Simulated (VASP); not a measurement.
# C in VASP: a series of runs, part 2 of 2

VASP 6.6.1. The steps go on from the part before.

### Step 3. G0W0 quasiparticle levels, PBE

Contents of POSCAR:

```
C
1.0
    0.0356024828      1.7801241423      1.7801241423
    1.7801241423      0.0356024828      1.7801241423
    1.8157266251      1.8157266251      0.0000000000
C
2
Direct
    0.0003241745      0.0003241745     -0.0003241745
    0.2496758255      0.2496758255      0.2503241745
```

Contents of INCAR.step1:

```
PREC = Accurate ; ENCUT = 500
EDIFF = 1E-8 ; ISMEAR = 0
SIGMA = 0.01 ; LREAL = False
LASPH = True ; NELM = 100
ALGO = Normal ; LWAVE = True
LCHARG = False ; GGA = PE
```

Contents of INCAR.step2:

```
PREC = Accurate ; ENCUT = 500
EDIFF = 1E-8 ; ISMEAR = 0
SIGMA = 0.01 ; LREAL = False
LASPH = True ; NELM = 1
ALGO = Exact ; LWAVE = True
LCHARG = False ; GGA = PE
NBANDS = 51 ; LOPTICS = True
ISTART = 1
```

Contents of INCAR.step3:

```
PREC = Accurate ; ENCUT = 500
EDIFF = 1E-8 ; ISMEAR = 0
SIGMA = 0.01 ; LREAL = False
LASPH = True ; ALGO = EVGW0
LWAVE = False ; LCHARG = False
GGA = PE ; NELMGW = 1
NBANDS = 51 ; ENCUTGW = 150.0
NOMEGA = 48 ; PRECFOCK = Fast
ISTART = 1 ; NBANDSGW = 12
```

Contents of KPOINTS:

```
Automatic mesh
0
Gamma
  6 6 6
```

Potentials or basis: VASP PAW PBE potentials, release 64 (C_GW).

Started as:

```sh
$ cat potpaw_PBE.64/C_GW/POTCAR > POTCAR
$ cp INCAR.step1 INCAR
$ mpirun -np 1 vasp_std > vasp.out
$ cp INCAR.step2 INCAR
$ mpirun -np 1 vasp_std > vasp.out
$ cp INCAR.step3 INCAR
$ mpirun -np 1 vasp_std > vasp.out
```

OUTCAR:

```text
PREC = Accurate
   ENCUT = 500
   EDIFF = 1E-8
   ISMEAR = 0
   LREAL = False
   LASPH = True
   GGA = PE
   NELMGW = 1
   ENCUTGW = 150.0
   PRECFOCK = Fast
   ISTART = 1

 ion  position               nearest neighbor table
   1  0.000  0.000  1.000-   2 1.52   2 1.52   2 1.56   2 1.56
   2  0.250  0.250  0.250-   1 1.52   1 1.52   1 1.56   1 1.56

  LATTYP: Found a body centered orthorhombic cell.
 ALAT       =     2.4671261907
[... 201 lines left out ...]
      3       9.8189       9.3010     -17.4318     -16.8050     -19.2122       0.8262       2.0000       0.0781
      4       9.9012       9.3886     -17.5596     -16.9386     -19.4272       0.8253       2.0000       0.0803
      5      14.8856      16.0184     -14.1081     -15.4843      -9.4525       0.8231       0.0000      -0.1026
      6      15.3707      16.5324     -14.1210     -15.5348      -9.3496       0.8217       0.0000      -0.1072
      7      16.0440      17.2504     -14.1253     -15.5970      -9.2102       0.8197       0.0000      -0.1123
      8      23.4158      24.5293     -14.9505     -16.3922      -7.7619       0.7723       0.0000      -0.2638
      9      29.2487      29.6521     -11.4002     -11.8997      -4.3397       0.8077       0.0000      -0.4200
     10      36.4511      37.5808     -12.5506     -13.9121      -5.9185       0.8298       0.0000      -0.6004
     11      36.4987      37.6283     -12.5476     -13.9093      -5.9136       0.8296       0.0000      -0.6007
     12      37.1188      37.6816     -10.9188     -11.6022      -3.3097       0.8236       0.0000      -0.9719
[... 356 lines left out ...]
      1      -5.1382      -6.4999     -17.2311     -15.4252     -23.9345       0.7541       2.0000       0.6502
      2      -0.5555      -1.8013     -17.4382     -15.8171     -22.5883       0.7685       2.0000       0.3007
      3       2.0363       0.9730     -16.4909     -15.1498     -20.2832       0.7929       2.0000       0.1796
      4       4.5682       3.6509     -17.1383     -15.9971     -20.4950       0.8038       2.0000       0.1371
      5      15.6770      16.4661     -13.1684     -14.1189      -8.1799       0.8303       0.0000      -0.1160
      6      17.5540      18.3857     -12.8004     -13.8091      -7.3569       0.8246       0.0000      -0.1372
      7      24.8066      26.3829     -14.5466     -16.5899      -7.0449       0.7714       0.0000      -0.3123
      8      25.2774      26.7850     -14.6342     -16.5949      -6.9646       0.7689       0.0000      -0.3345
      9      30.9665      32.1759     -13.5310     -15.0779      -5.4680       0.7819       0.0000      -0.6044
     10      33.6980      34.9350     -13.5645     -15.1568      -4.9467       0.7769       0.0000      -0.7844
     11      39.2941      40.2884     -12.1855     -13.4034      -4.6734       0.8163       0.0000      -0.9453
     12      43.2411      44.0269     -11.6033     -12.5709      -3.4862       0.8122       0.0000      -1.2038

 [... further k-points ...]
```

OUTCAR.step1:

```text
PREC = Accurate
   ENCUT = 500
   EDIFF = 1E-8
   ISMEAR = 0
   LREAL = False
[... 489 lines left out ...]
      1.81573      1.81573      0.00115         0.000000      0.000000      0.043307
      0.90786      0.90786      0.88891        -0.000000     -0.000000     -0.043307
 -----------------------------------------------------------------------------------
    total drift:                               -0.000000     -0.000000     -0.000000

  FREE ENERGIE OF THE ION-ELECTRON SYSTEM (eV)
  ---------------------------------------------------
  free  energy   TOTEN  =       -18.1593247532 eV

  energy  without entropy=      -18.1593247532  energy(sigma->0) =      -18.15932475
```

OUTCAR.step2:

```text
PREC = Accurate
   ENCUT = 500
   EDIFF = 1E-8
   ISMEAR = 0
   LREAL = False
[... 1016 lines left out ...]
     0.00000     6.27407     6.27407     6.27748     0.25208     0.00000     0.00000
     1.89354     6.47479     6.47479     6.47978     0.27844     0.00000     0.00000
     3.78708     7.29954     7.29954     7.32371     0.42640     0.00000     0.00000
     5.68062     6.22935     6.22935     8.14200    -0.62053     0.00000     0.00000
     7.57416    10.12216    10.12216    10.20192     2.33461     0.00000     0.00000
     9.46770    13.99742    13.99742    12.56495     0.06622     0.00000     0.00000
[... 92 lines left out ...]
   185.56685     0.97051     0.97051     0.97052     0.00003     0.00000     0.00000
   187.46039     0.97114     0.97114     0.97115     0.00003     0.00000     0.00000
```

It took 4.3 min on 1 thread of Intel Xeon 8259CL, shared host; peak memory 0.26 GiB.

Results:

```
Band gap on the k mesh, mean-field level : 3.94 eV, indirect (least direct gap 4.98 eV)
Quasiparticle gap                        : 5.08 eV
Least direct quasiparticle gap           : 6.63 eV
```

Caveat: the k points lie up to 0.52 Å⁻¹ apart; bands, screening cutoff and mesh are small and nothing is extrapolated, so the quasiparticle values aren't converged. A k mesh can miss the band edges.
